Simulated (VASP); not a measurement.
# TiO2 (P4_2/mnm) in VASP: further runs, part 2 of 2

VASP 6.6.1. Earlier steps stand in the parts before.

## (3) Relaxation of cell and atoms, PBEsol

This run uses another cell than the first one, of 10.65 Å³/atom.

File INCAR:

```
SYSTEM = TiO2
PREC = Accurate
ENCUT = 600
EDIFF = 1E-6
ISMEAR = 0
SIGMA = 0.02
LREAL = .FALSE.
LASPH = .TRUE.
NELM = 100
ALGO = Normal
ISIF = 3
LWAVE = .FALSE.
LCHARG = .FALSE.
GGA = PS
IBRION = 2
NSW = 70
EDIFFG = -0.005
```

File KPOINTS:

```
regular mesh
0
G
  6 6 10
  0 0 0
```

File POSCAR:

```
TiO2
1.0
    4.6432750034      0.0000000000      0.0000000000
    0.0000000000      4.6432750034      0.0000000000
    0.0000000000      0.0000000000      2.9638820297
Ti O
2 4
Direct
    0.0000000000      0.0000000000      0.0000000000
    0.5000000000      0.5000000000      0.5000000000
    0.3051282522      0.3051282522      0.0000000000
    0.1948717478      0.8051282522      0.5000000000
    0.6948717478      0.6948717478      0.0000000000
    0.8051282522      0.1948717478      0.5000000000
```

Potentials or basis: VASP PAW PBE potentials, release 64 (Ti_sv, O).

Launch:

```sh
cat potpaw_PBE.64/Ti_sv/POTCAR potpaw_PBE.64/O/POTCAR > POTCAR
mpirun -np 1 vasp_std > vasp.out
```

OUTCAR:

```text
SYSTEM = TiO2
   PREC = Accurate
   ENCUT = 600
   EDIFF = 1E-6
   ISMEAR = 0
   LREAL = .FALSE.
   LASPH = .TRUE.
   NELM = 100
   ISIF = 3
   GGA = PS
   IBRION = 2
   NSW = 70
   EDIFFG = -0.005

 ion  position               nearest neighbor table
   1  0.000  0.000  0.000-   4 1.96   6 1.96   4 1.96   6 1.96   5 2.00   3 2.00
   2  0.500  0.500  0.500-   3 1.96   5 1.96   3 1.96   5 1.96   4 2.00   6 2.00
   3  0.305  0.305  0.000-   2 1.96   2 1.96   1 2.00
   4  0.195  0.805  0.500-   1 1.96   1 1.96   2 2.00
   5  0.695  0.695  0.000-   2 1.96   2 1.96   1 2.00
   6  0.805  0.195  0.500-   1 1.96   1 1.96   2 2.00

  LATTYP: Found a simple tetragonal cell.
 ALAT       =     4.6432750034
 C/A-ratio  =     0.6383171420

  Lattice vectors:

 A1 = (   4.6432750034,   0.0000000000,   0.0000000000)
 A2 = (   0.0000000000,   4.6432750034,   0.0000000000)
 A3 = (   0.0000000000,   0.0000000000,   2.9638820297)

Analysis of symmetry for initial positions (statically):
=====================================================================
 Subroutine PRICEL returns:
 Original cell was already a primitive cell.

 Routine SETGRP: Setting up the symmetry group for a
[... 294 lines left out ...]
  free  energy   TOTEN  =       -56.1098191171 eV

  energy  without entropy=      -56.1098191171  energy(sigma->0) =      -56.10981912

[... ionic steps 4 to 9 ...]

--------------------------------------- Ionic step       10  -------------------------------------------

 number of electron      47.9999990 magnetization

------------------------ aborting loop because EDIFF is reached ----------------------------------------
[... 75 lines left out ...]
--------------------------------------- Ionic step       12  -------------------------------------------

 number of electron      47.9999990 magnetization

 Free energy of the ion-electron system (eV)
  ---------------------------------------------------
  ext. energy  EPLUGINS =         0.00000000
  ---------------------------------------------------
  free energy    TOTEN  =       -56.11209060 eV

  energy without entropy =      -56.11209060  energy(sigma->0) =      -56.11209060

 E-fermi :   4.9258     XC(G=0): -11.7346

 val. band max:        4.7871331950   @ k =   0.0000   0.0000   0.0000
 cond. band min:       6.6197340296   @ k =   0.0000   0.0000   0.0000
 fundamental gap:      1.8326008346
 Fermi energy:         4.9258338567

 k-point     1 :       0.0000    0.0000    0.0000
  band No.  band energies     occupation
      1     -51.8450      2.00000
      2     -51.8269      2.00000
      3     -28.2743      2.00000
      4     -28.2743      2.00000
      5     -28.1011      2.00000
      6     -28.1011      2.00000
[... 733 lines left out ...]
     27       7.9304      0.00000
     28       7.9304      0.00000

 [... further k-points ...]

------------------------ aborting loop because EDIFF is reached ----------------------------------------

  FORCE on cell =-STRESS in cart. coord.  units (eV):
  Direction    XX          YY          ZZ          XY          YZ          ZX
  --------------------------------------------------------------------------------------
  -------------------------------------------------------------------------------------
  Total       -0.0210610     -0.0210610      0.0143157      0.0000000      0.0000000      0.0000000
  in kB       -0.5438411     -0.5438411      0.3696637      0.0000000      0.0000000      0.0000000
  external PRESSURE =      -0.2393395 kB  Pullay stress =       0.0000000 kB
[... 21 lines left out ...]
  FREE ENERGIE OF THE ION-ELECTRON SYSTEM (eV)
  ---------------------------------------------------
  free  energy   TOTEN  =       -56.1120906036 eV

  energy  without entropy=      -56.1120906036  energy(sigma->0) =      -56.11209060

 reached required accuracy - stopping structural energy minimisation
```

Run time: 7.6 min. Hardware: 1 thread of Intel Xeon Platinum 8488C (Sapphire Rapids), shared host; peak memory 0.26 GiB.

What came out:

* Free energy: -56.1121 eV
* Relaxed volume: 10.34 Å³/atom
* Relaxed cell: a = 4.593 Å, b = 4.593 Å, c = 2.941 Å, α = 90.00°, β = 90.00°, γ = 90.00°
* Space group after relaxing (to 0.1 Å): P4_2/mnm (No. 136)
* Energy gained by relaxing: 6.2 meV/atom
* Ionic steps: 12
* Pressure after relaxing: 0.0 GPa
* Band gap on the k mesh: 1.83 eV

Forces on the atoms (eV/Å):
```
Ti   0.000  0.000  0.000
Ti   0.000  0.000  0.000
O    0.002  0.002  0.000
O   -0.002  0.002  0.000
O   -0.002 -0.002  0.000
O    0.002 -0.002  0.000
```

The path:
| step | energy change (eV) | largest force (eV/Å) | pressure (GPa) | volume (Å³) |
| --- | --- | --- | --- | --- |
| 1 | 0.0000 | 0.0470 | -6.36 | 63.90 |
| 2 | 0.0267 | 0.3609 | 9.24 | 60.07 |
| 3 | -0.0348 | 0.1169 | -0.13 | 62.22 |
| 4 | -0.0348 | 0.1204 | -0.05 | 62.18 |
| 5 | -0.0370 | 0.0235 | 0.03 | 62.05 |
| 6 | -0.0370 | 0.0084 | 0.10 | 62.01 |
| 7 | -0.0371 | 0.0034 | 0.09 | 62.01 |
| 8 | -0.0371 | 0.0006 | 0.10 | 62.02 |
| 9 | -0.0371 | 0.0037 | -0.12 | 62.07 |
| 10 | -0.0371 | 0.0027 | -0.07 | 62.05 |
| 11 | -0.0371 | 0.0019 | 0.01 | 62.04 |
| 12 | -0.0371 | 0.0024 | -0.02 | 62.05 |

Final structure:
```yaml
crystal:
  lattice:
    - [4.59319, 0.00000, 0.00000]
    - [0.00000, 4.59319, 0.00000]
    - [0.00000, 0.00000, 2.94096]
  atoms:
    - { symbol: Ti, position: [0.00000, 0.00000, 0.00000] }
    - { symbol: Ti, position: [0.50000, 0.50000, 0.50000] }
    - { symbol: O, position: [0.30431, 0.30431, 0.00000] }
    - { symbol: O, position: [0.19569, 0.80431, 0.50000] }
    - { symbol: O, position: [0.69569, 0.69569, 0.00000] }
    - { symbol: O, position: [0.80431, 0.19569, 0.50000] }
```

Caveat: the PAW data sets were made with another functional, which shifts forces and pressure a little.
